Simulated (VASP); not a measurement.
Wanted: the native input for a VASP 6.6.1 run.

| Property | Result |
| --- | --- |
| Task | single point |
| Functional | PBEsol |
| Potentials or basis | VASP PAW PBE potentials, release 64 (In_d, Se) |
| Cutoff | 520 eV |
| k mesh | 12 × 12 × 12 |
| Occupations | gaussian, width 0.02 eV |
| Spin | no spin polarisation |
| Dipole correction | no |
| Further INCAR settings | ALGO = Normal; EDIFF = 1e-06; NBANDS = 27 |

The structure of InSe lies in POSCAR:

```
InSe
1.0
    2.0044546171      1.1572724128      8.4295996838
   -2.0044546171      1.1572724128      8.4295996838
    0.0000000000     -2.3145448255      8.4295996838
In Se
2 2
Direct
    0.0007716448      0.0007716448      0.0007716448
    0.1105681899      0.1105681899      0.1105681899
    0.6169296243      0.6169296243      0.6169296243
    0.8277305410      0.8277305410      0.8277305410
```

The input as run:

INCAR

```
PREC = Accurate
ENCUT = 520
EDIFF = 1E-6
ISMEAR = 0
SIGMA = 0.02
LREAL = False
LASPH = True
NELM = 60
ALGO = Normal
ISIF = 2
LWAVE = False
LCHARG = False
GGA = PS
NBANDS = 27
```

KPOINTS

```
regular mesh
0
Gamma
  12 12 12
```

Potentials or basis: VASP PAW PBE potentials, release 64 (In_d, Se).

Command:

```sh
$ cat potpaw_PBE.64/In_d/POTCAR potpaw_PBE.64/Se/POTCAR > POTCAR
$ mpirun -np 1 vasp_std > vasp.out
```

It gave:

```yaml
Pressure: 0.1 GPa
Largest_force: 0.019 eV/Å
Band_gap_on_the_k_mesh: 0.36 eV
```

Caveat: the PAW data sets were made with another functional, which shifts forces and pressure a little; spin-orbit coupling is left out, which moves the levels of the heavy elements.

Run time: 20 min on 1 thread of Intel(R) Xeon(R) 6975P-C (Granite Rapids) (shared host), peak memory 1 GiB.
